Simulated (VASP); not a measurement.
# PIr2 in VASP: further runs

PIr2 is run at these levels: LDA; tasks: single point.

Everything below comes from runs of VASP 6.6.1. Logs are shortened: lines on timing, memory, paths and dates and some standing lists are left out, and cuts for length are marked.

**1. The cell of the first run**

The structure is trigonal, space group R-3m (No. 166). Conventional cell: a = 3.894 Å, b = 3.894 Å, c = 9.683 Å, α = 90.00°, β = 90.00°, γ = 120.00°. P (site symmetry -3m) has 8 Ir at 2.39 to 2.42 Å within 3.2 Å. Within 3.2 Å of Ir (site symmetry 3m) lie 4 P at 2.39 to 2.42 Å and 6 Ir at 2.77 Å.

**2. Single point, LDA (equal xy, yz and zx shear strains of +1 %)**

INCAR

```
PREC = Accurate
ENCUT = 520
EDIFF = 1E-6
ISMEAR = -1
SIGMA = 0.05
LREAL = False
LASPH = True
NELM = 60
ALGO = Normal
ISIF = 2
LWAVE = False
LCHARG = False
GGA = CA
NBANDS = 18
```

KPOINTS

```
Automatic mesh
0
Gamma
  11 11 11
```

POSCAR

```
PIr2
1.0
    0.0276750000      2.7813375000      2.7813375000
    2.7813375000      0.0276750000      2.7813375000
    2.7813375000      2.7813375000      0.0276750000
P Ir
1 2
Direct
    0.0000000000      0.0000000000      0.0000000000
    0.2500000000      0.2500000000      0.2500000000
    0.7500000000      0.7500000000      0.7500000000
```

Potentials or basis: VASP PAW LDA potentials, release 64 (P, Ir).

Command:

```console
cat potpaw_LDA.64/P/POTCAR potpaw_LDA.64/Ir/POTCAR > POTCAR
mpirun -np 1 vasp_std > vasp.out
```

OUTCAR:

```text
PREC = Accurate
   ENCUT = 520
   EDIFF = 1E-6
   ISMEAR = -1
   LREAL = False
   LASPH = True
   NELM = 60
   ISIF = 2
   GGA = CA

 ion  position               nearest neighbor table
   1  0.000  0.000  0.000-   3 2.39   2 2.39   3 2.39   3 2.39   2 2.39   2 2.39   3 2.42   2 2.42

   2  0.250  0.250  0.250-   1 2.39   1 2.39   1 2.39   1 2.42   3 2.77   3 2.77   3 2.77   3 2.77
                             3 2.77   3 2.77
   3  0.750  0.750  0.750-   1 2.39   1 2.39   1 2.39   1 2.42   2 2.77   2 2.77   2 2.77   2 2.77
                             2 2.77   2 2.77

  LATTYP: Found a trigonal (rhomboedric) cell.
 ALAT       =     3.9335025719
 COS(alpha) =     0.5099250056

  Lattice vectors:

 A1 = (   0.0276750000,   2.7813375000,   2.7813375000)
 A2 = (   2.7813375000,   0.0276750000,   2.7813375000)
 A3 = (   2.7813375000,   2.7813375000,   0.0276750000)

Analysis of symmetry for initial positions (statically):
=====================================================================
 Subroutine PRICEL returns:
 Original cell was already a primitive cell.

 Routine SETGRP: Setting up the symmetry group for a
 trigonal (rhombohedral) supercell.

 Subroutine GETGRP returns: Found 12 space group operations
 (whereof 12 operations were pure point group operations)
 out of a pool of 12 trial point group operations.

The static configuration has the point symmetry D_3d.

Analysis of symmetry for dynamics (positions and initial velocities):
=====================================================================
 Subroutine PRICEL returns:
 Original cell was already a primitive cell.

 Routine SETGRP: Setting up the symmetry group for a
 trigonal (rhombohedral) supercell.

 Subroutine GETGRP returns: Found 12 space group operations
 (whereof 12 operations were pure point group operations)
 out of a pool of 12 trial point group operations.

The dynamic configuration has the point symmetry D_3d.

 Subroutine INISYM returns: Found 12 space group operations
 (whereof 12 operations are pure point group operations),
 and found     1 'primitive' translations

----------------------------------------------------------------------------------------

                                     Primitive cell

  volume of cell :      42.3897

  direct lattice vectors                    reciprocal lattice vectors
     0.027675000  2.781337500  2.781337500    -0.182475248  0.180677462  0.180677462
     2.781337500  0.027675000  2.781337500     0.180677462 -0.182475248  0.180677462
     2.781337500  2.781337500  0.027675000     0.180677462  0.180677462 -0.182475248

  length of vectors
     3.933502572  3.933502572  3.933502572     0.313983928  0.313983928  0.313983928

  position of ions in fractional coordinates (direct lattice)
     0.000000000  0.000000000  0.000000000
     0.250000000  0.250000000  0.250000000
     0.750000000  0.750000000  0.750000000

  ion indices of the primitive-cell ions
   primitive index   ion index
                 1           1
                 2           2
                 3           3

----------------------------------------------------------------------------------------

 KPOINTS: Automatic mesh

Automatic generation of k-mesh.
 Grid dimensions read from file:
 generate k-points for:   11   11   11

 Generating k-lattice:

  Cartesian coordinates                     Fractional coordinates (reciprocal lattice)
    -0.016588659  0.016425224  0.016425224     0.090909091  0.000000000  0.000000000
     0.016425224 -0.016588659  0.016425224     0.000000000  0.090909091  0.000000000
     0.016425224  0.016425224 -0.016588659     0.000000000  0.000000000  0.090909091

  Length of vectors
     0.028543993  0.028543993  0.028543993

  Shift w.r.t. Gamma in fractional coordinates (k-lattice)
     0.000000000  0.000000000  0.000000000

 Subroutine IBZKPT returns following result:
 ===========================================

 Found    146 irreducible k-points:

 Following reciprocal coordinates:
            Coordinates               Weight
  0.000000  0.000000  0.000000      1.000000
  0.090909  0.000000  0.000000      6.000000
  0.181818  0.000000  0.000000      6.000000
  0.272727  0.000000 -0.000000      6.000000
  0.363636  0.000000  0.000000      6.000000
  0.454545  0.000000 -0.000000      6.000000
[... 16 lines left out ...]
 -0.272727  0.181818  0.000000     12.000000
 -0.181818  0.181818  0.000000      6.000000
 [... further k-points ...]
   k-points           NKPTS =    146   k-points in BZ     NKDIM =    146   number of bands    NBANDS=     18
   number of dos      NEDOS =    301   number of ions     NIONS =      3
   total plane-waves  NPLWV =  27000
   dimension x,y,z NGX =    30 NGY =   30 NGZ =   30
   dimension x,y,z NGXF=    60 NGYF=   60 NGZF=   60
   ions per type =               1   2
   NGX,Y,Z   is equivalent  to a cutoff of  12.68, 12.68, 12.68 a.u.
   NGXF,Y,Z  is equivalent  to a cutoff of  25.36, 25.36, 25.36 a.u.
 SYSTEM =  unknown system
   PREC   = accura    normal or accurate (medium, high low for compatibility)
   ISTART =      0    job   : 0-new  1-cont  2-samecut
   ICHARG =      2    charge: 1-file 2-atom 10-const
   ISPIN  =      1    spin polarized calculation?
   LNONCOLLINEAR =      F non collinear calculations
   LSORBIT =      F    spin-orbit coupling
   LASPH  =      T    aspherical Exc in radial PAW
   ENCUT  =  520.0 eV  38.22 Ry    6.18 a.u.   7.31  7.31  7.31*2*pi/ulx,y,z
   NELM   =     60;   NELMIN=  2; NELMDL= -5     # of ELM steps
   EDIFF  = 0.1E-05   stopping-criterion for ELM
   LREAL  =      F    real-space projection
   EDIFFG = 0.1E-04   stopping-criterion for IOM
   NSW    =      0    number of steps for IOM
   IBRION =     -1    ionic relax: 0-MD 1-quasi-New 2-CG
   NFREE  =      0    steps in history (QN), initial steepest desc. (CG)
   ISIF   =      2    stress and relaxation
   ISYM   =      2    0-nonsym 1-usesym 2-fastsym
   POTIM  = 0.5000    time-step for ionic-motion
   TEBEG  =    0.0;   TEEND  =   0.0 temperature during run
   PSTRESS=    0.0 pullay stress
   NELECT =      23.0000    total number of electrons
   NUPDOWN=      -1.0000    fix difference up-down
   EMIN   =  10.00;   EMAX   =-10.00  energy-range for DOS
   EFERMI =   0.00;   METHOD = LEGACY
   ISMEAR =    -1;   SIGMA  =   0.05  broadening in eV -4-tet -1-fermi 0-gaus
   EFERMI_NEDOS =   21; number of points for ismear=-14 and -15
   IALGO  =     38    algorithm
   IMIX   =      4    mixing-type and parameters
     AMIX     =   0.40;   BMIX     =  1.00
     AMIX_MAG =   1.60;   BMIX_MAG =  1.00
  volume/ion in A,a.u.               =      14.13        95.35
  Fermi-wavevector in a.u.,A,eV,Ry     =   1.335254  2.523265 24.257880  1.782904
  Thomas-Fermi vector in A             =   2.463973
   LORBIT       =      0    0 simple, 1 ext, 2 COOP (PROOUT), +10 PAW based schemes
   GGA     = CA    functional components
   LHFCALC =     F    Hartree Fock is set to
   AEXX    =    0.0000 exact exchange contribution
   IVDW    =     0    specifies the selected vdW correction
   LEPSILON=     F    determine dielectric tensor
   LRPA    =     F    only Hartree local field effects (RPA)
 non-spin polarized calculation
  energy-cutoff  :      520.00
  volume of cell :       42.39
 maximum number of plane-waves:      1161
 NGX is ok and might be reduce to    30
   NGX = 15   NGY = 15   NGZ = 15

 number of electron      23.0000001 magnetization

 Free energy of the ion-electron system (eV)
  ---------------------------------------------------
  ext. energy  EPLUGINS =         0.00000000
  ---------------------------------------------------
  free energy    TOTEN  =       -28.03488969 eV

  energy without entropy =      -28.02920146  energy(sigma->0) =      -28.03204557

 E-fermi :   9.9290     XC(G=0): -13.1293

 val. band max:        9.8989346819   @ k =  -0.2727   0.2727   0.0000
 cond. band min:       9.9358599559   @ k =   0.3636   0.2727   0.0909
 fundamental gap:      0.0369252740
 Fermi energy:         9.9290258335

 k-point     1 :       0.0000    0.0000    0.0000
  band No.  band energies     occupation
      1      -4.5922      2.00000
      2       2.2598      2.00000
      3       2.2784      2.00000
      4       2.2784      2.00000
      5       3.8899      2.00000
      6       3.8899      2.00000
[... 10 lines left out ...]
     17      15.0021      0.00000
     18      15.0021      0.00000

 k-point     2 :       0.0909    0.0000    0.0000
  band No.  band energies     occupation
      1      -4.4864      2.00000
      2       2.2301      2.00000
      3       2.3333      2.00000
      4       2.3492      2.00000
      5       3.9816      2.00000
      6       3.9851      2.00000
[... 10 lines left out ...]
     17      15.3420      0.00000
     18      15.5585      0.00000

 k-point     3 :       0.1818    0.0000    0.0000
  band No.  band energies     occupation
      1      -4.1881      2.00000
      2       2.1327      2.00000
      3       2.5379      2.00000
      4       2.5521      2.00000
      5       4.2551      2.00000
      6       4.2685      2.00000
[... 10 lines left out ...]
     17      16.3801      0.00000
     18      16.5335      0.00000

 k-point     4 :       0.2727    0.0000   -0.0000
  band No.  band energies     occupation
      1      -3.7605      2.00000
      2       2.0629      2.00000
      3       2.8440      2.00000
      4       2.8557      2.00000
      5       4.7023      2.00000
      6       4.7309      2.00000
[... 375 lines left out ...]
      4       3.5014      2.00000
      5       5.2813      2.00000
      6       6.2123      2.00000
[... 10 lines left out ...]
     17      18.2518      0.00000
     18      19.2718      0.00000

 k-point    23 :      -0.2727    0.1818    0.0000
  band No.  band energies     occupation
      1      -3.2357      2.00000
      2       2.0316      2.00000
      3       3.1422      2.00000
      4       3.2840      2.00000
      5       4.9231      2.00000
      6       5.6335      2.00000
[... 10 lines left out ...]
     17      17.4333      0.00000
     18      19.6503      0.00000

 k-point    24 :      -0.1818    0.1818    0.0000
  band No.  band energies     occupation
      1      -3.6264      2.00000
      2       1.9487      2.00000
      3       2.8182      2.00000
      4       3.1882      2.00000
      5       4.5705      2.00000
      6       5.0366      2.00000
[... 10 lines left out ...]
     17      16.8177      0.00000
     18      18.9861      0.00000

 [... further k-points ...]
[... 5 lines left out ...]
  --------------------------------------------------------------------------------------
  -------------------------------------------------------------------------------------
  Total       -0.7625418     -0.7625418     -0.7625418     -0.1339923     -0.1339923     -0.1339923
  in kB      -28.8213162    -28.8213162    -28.8213162     -5.0644226     -5.0644226     -5.0644226
  external PRESSURE =     -28.8213162 kB  Pullay stress =       0.0000000 kB

 VOLUME and BASIS-vectors are now :
 -----------------------------------------------------------------------------
  energy-cutoff  :      520.00
  volume of cell :       42.39
      direct lattice vectors                 reciprocal lattice vectors
     0.027675000  2.781337500  2.781337500    -0.182475248  0.180677462  0.180677462
     2.781337500  0.027675000  2.781337500     0.180677462 -0.182475248  0.180677462
     2.781337500  2.781337500  0.027675000     0.180677462  0.180677462 -0.182475248

 POSITION                                       TOTAL-FORCE (eV/Angst)
 -----------------------------------------------------------------------------------
      0.00000      0.00000      0.00000        -0.000000     -0.000000      0.000000
      1.39759      1.39759      1.39759        -0.025873     -0.025873     -0.025873
      4.19276      4.19276      4.19276         0.025873      0.025873      0.025873
 -----------------------------------------------------------------------------------
    total drift:                               -0.000000      0.000000      0.000000

  FREE ENERGIE OF THE ION-ELECTRON SYSTEM (eV)
  ---------------------------------------------------
  free  energy   TOTEN  =       -28.0348896920 eV

  energy  without entropy=      -28.0292014556  energy(sigma->0) =      -28.03204557
```

Run time: 44 s. Hardware: 1 thread of Intel Xeon 6975P-C (Granite Rapids), shared host; peak memory 0.23 GiB.

What came out:

* Free energy: -28.0349 eV
* Pressure: -2.9 GPa
* Largest force: 0.045 eV/Å

Forces in eV/Å, atoms in the order of the input:
```
P    0.000  0.000  0.000
Ir  -0.026 -0.026 -0.026
Ir   0.026  0.026  0.026
```

Stress tensor (GPa, compression positive):
```
-2.88 -0.51 -0.51
-0.51 -2.88 -0.51
-0.51 -0.51 -2.88
```

Levels at points of the mesh, in eV from the Fermi level:
```csv
k point,band 10,band 11,band 12,band 13,band 14,band 15
"(0.00, 0.00, 0.00)",0.36,1.54,1.54,4.30,4.38,4.38
```

Caveat: the cell differs from its parent crystal (equal xy, yz and zx shear strains of +1 %); spin-orbit coupling is left out, which moves the levels of the heavy elements.

**3. Single point, LDA (equal xy, yz and zx shear strains of +2 %)**

INCAR

```
SYSTEM = PIr2
PREC     = Accurate       ! precision mode
ENCUT    = 520            ! plane-wave cutoff, eV
EDIFF    = 1E-6           ! SCF threshold, eV
ISMEAR   = -1             ! smearing method
SIGMA    = 0.05           ! smearing width, eV
LREAL    = .FALSE.        ! projectors in reciprocal space
LASPH    = .TRUE.         ! aspherical terms in the spheres
NELM     = 60             ! most SCF steps
ALGO     = Normal         ! electronic algorithm
ISIF     = 2              ! what is computed and relaxed
LWAVE    = .FALSE.        ! write WAVECAR
LCHARG   = .TRUE.         ! write CHGCAR
GGA      = CA             ! functional
LELF     = .TRUE.         ! ELF
LVHAR    = .TRUE.       
NBANDS   = 18             ! bands
```

KPOINTS

```
Automatic mesh
0
G
  11 11 11
  0 0 0
```

POSCAR

```
PIr2
1.0
    0.0553500000      2.7951750000      2.7951750000
    2.7951750000      0.0553500000      2.7951750000
    2.7951750000      2.7951750000      0.0553500000
P Ir
1 2
Direct
    0.0000000000      0.0000000000      0.0000000000
    0.2500000000      0.2500000000      0.2500000000
    0.7500000000      0.7500000000      0.7500000000
```

Potentials or basis: VASP PAW LDA potentials, release 64 (P, Ir).

Command:

```console
cat potpaw_LDA.64/P/POTCAR potpaw_LDA.64/Ir/POTCAR > POTCAR
mpirun -np 1 vasp_std > vasp.out
```

OUTCAR:

```text
SYSTEM = PIr2
   PREC = Accurate
   ENCUT = 520
   EDIFF = 1E-6
   ISMEAR = -1
   LREAL = .FALSE.
   LASPH = .TRUE.
   NELM = 60
   ISIF = 2
   GGA = CA

 ion  position               nearest neighbor table
   1  0.000  0.000  0.000-   3 2.38   3 2.38   3 2.38   2 2.38   2 2.38   2 2.38   3 2.44   2 2.44

   2  0.250  0.250  0.250-   1 2.38   1 2.38   1 2.38   1 2.44   3 2.77   3 2.77   3 2.77   3 2.77
                             3 2.77   3 2.77
   3  0.750  0.750  0.750-   1 2.38   1 2.38   1 2.38   1 2.44   2 2.77   2 2.77   2 2.77   2 2.77
                             2 2.77   2 2.77

  LATTYP: Found a trigonal (rhomboedric) cell.
 ALAT       =     3.9533618837
[... 694 lines left out ...]

 [... further k-points ...]
[... 5 lines left out ...]
  --------------------------------------------------------------------------------------
  -------------------------------------------------------------------------------------
  Total       -0.7103396     -0.7103396     -0.7103396     -0.2491364     -0.2491364     -0.2491364
  in kB      -26.8542592    -26.8542592    -26.8542592     -9.4185544     -9.4185544     -9.4185544
  external PRESSURE =     -26.8542592 kB  Pullay stress =       0.0000000 kB

 VOLUME and BASIS-vectors are now :
 -----------------------------------------------------------------------------
  energy-cutoff  :      520.00
  volume of cell :       42.38
      direct lattice vectors                 reciprocal lattice vectors
     0.055350000  2.795175000  2.795175000    -0.184282558  0.180704256  0.180704256
     2.795175000  0.055350000  2.795175000     0.180704256 -0.184282558  0.180704256
     2.795175000  2.795175000  0.055350000     0.180704256  0.180704256 -0.184282558

 POSITION                                       TOTAL-FORCE (eV/Angst)
 -----------------------------------------------------------------------------------
      0.00000      0.00000      0.00000        -0.000000     -0.000000     -0.000000
      1.41142      1.41142      1.41142        -0.045936     -0.045936     -0.045936
      4.23428      4.23428      4.23427         0.045936      0.045936      0.045936
 -----------------------------------------------------------------------------------
    total drift:                               -0.000000      0.000000      0.000000

  FREE ENERGIE OF THE ION-ELECTRON SYSTEM (eV)
  ---------------------------------------------------
  free  energy   TOTEN  =       -28.0293189384 eV

  energy  without entropy=      -28.0236832084  energy(sigma->0) =      -28.02650107
```

It took 45 s on 1 thread of Intel Xeon 6975P-C (Granite Rapids), shared host; peak memory 0.23 GiB.

Results:

```yaml
Free_energy: -28.0293 eV
Pressure: -2.7 GPa
Largest_force: 0.080 eV/Å
```

Forces in eV/Å, atoms in the order of the input:
```
P    0.000  0.000  0.000
Ir  -0.046 -0.046 -0.046
Ir   0.046  0.046  0.046
```

Stress tensor (GPa, compression positive):
```
-2.69 -0.94 -0.94
-0.94 -2.69 -0.94
-0.94 -0.94 -2.69
```

Levels at points of the mesh, in eV from the Fermi level:
```tsv
k point	band 9	band 10	band 11	band 12	band 13	band 14	band 15	band 16
(0.00, 0.00, 0.00)	-0.51	0.39	1.54	1.54	4.25	4.42	4.42	4.57
```

Caveat: the cell differs from its parent crystal (equal xy, yz and zx shear strains of +2 %); spin-orbit coupling is left out, which moves the levels of the heavy elements.

(Part 1 of 2 ends here.)
